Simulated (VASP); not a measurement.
Crystal: ZnO (zincite).

```
CELL_PARAMETERS angstrom
3.18298 0.00000 0.00000
-1.59149 2.75654 0.00000
0.00000 0.00000 5.09944
ATOMIC_POSITIONS crystal
Zn 0.66667 0.33333 0.00000
Zn 0.33333 0.66667 0.50000
O 0.33333 0.66667 0.87901
O 0.66667 0.33333 0.37901
```

This cell differs from its parent crystal: volume scaled by 0.94.

Base run:

* Program: VASP 6.6.1
* Functional: PBE
* Potentials or basis: VASP PAW PBE potentials, release 64 (Zn, O)
* Cutoff: 520 eV
* k mesh: 9 × 9 × 5
* Occupations: fermi-dirac, width 0.05 eV
* Spin: no spin polarisation

Its results: band gap on the k mesh 0.88 eV, direct; pressure 17.0 GPa; largest force 0.097 eV/Å.

Question: The run is repeated on the same cell with these changes: functional from PBE to revPBE. What comes out?

Answer: Band gap on the k mesh 0.94 eV, direct; pressure 20.7 GPa; largest force 0.102 eV/Å.

revPBE binds less tightly than PBE, so the same cell stands under more pressure.

Caveats: the PAW data sets were made with another functional, which shifts forces and pressure a little (some runs).

